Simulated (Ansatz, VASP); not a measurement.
Pd: VASP beside Ansatz

The input INCAR:

```
AGGAC = 1.0 ; AGGAX = 1.0
ALDAC = 0.0 ; ALDAX = 1.0
ALGO = Normal ; EDIFF = 1E-6
ENCUT = 520 ; GGA = B5
ISIF = 2 ; ISMEAR = -1
LASPH = True ; LCHARG = False
LREAL = False ; LWAVE = False
NBANDS = 17 ; NELM = 100
PREC = Accurate ; SIGMA = 0.1
```

Contents of KPOINTS:

```
k-points
0
Gamma
  13 13 13
```

POSCAR

```
Pd
1.0
   -2.8403665635      3.2365429476      1.2883210813
    3.2365429476     -2.8403665635      1.2883210813
    1.8408733743      1.8408733743     -0.5627233082
Pd
2
Direct
    0.0078500030      0.9921499970      0.0000000000
    0.7421499970      0.2578500030      0.5000000000
```

Input for Ansatz:

```yaml
crystal:
  lattice:
    - [-2.8403665635, 3.2365429476, 1.2883210813]
    - [3.2365429476, -2.8403665635, 1.2883210813]
    - [1.8408733743, 1.8408733743, -0.5627233082]
  atoms:
    - { symbol: Pd, position: [0.007850003, 0.992149997, 0.0] }
    - { symbol: Pd, position: [0.742149997, 0.257850003, 0.5] }
hamiltonian:
  xc: blyp
  pseudopotentials:
    kind: paw
    azcp:
      Pd: "pseudopotentials/Pd.paw.azcp"
basis:
  ecutwfc: 420
  fft_grid_basis: typed
kpoints:
  mp_grid: { grid: [13, 13, 13], shift: [0, 0, 0] }
magnetization:
  spin_polarized: false
scf:
  occupations: { method: fermi_dirac, width: 0.1 }
  lower_state_search: "off"
output:
  stress: true
  write_density: true
  write_potential: true
  elf: true
  volumetric_format: npy
```

Alike in both runs: task single point; functional BLYP; k mesh 13 × 13 × 13; occupations fermi-dirac, width 0.1 eV; no spin polarisation.

|  | VASP | Ansatz |
| --- | --- | --- |
| version | VASP 6.6.1 | Ansatz 0.2.0 |
| potentials or method | VASP PAW PBE potentials, release 64 (Pd), cutoff 520 eV | plane waves (420 eV) with PAW, scalar-relativistic |
| valence electrons in the cell | 20 | 36 |

|  | VASP | Ansatz | Ansatz less VASP |
| --- | --- | --- | --- |
| pressure (GPa) | 22.7 | 22.3 | -0.41 |
| traceless stress, the component that is largest in VASP (GPa) | -1.25 | -1.23 | +0.025 |

VASP's potentials were made for PBE, not for BLYP. VASP's potentials hold 20 valence electrons a cell and Ansatz's 36, so a difference there can come from the potentials and not from the codes.
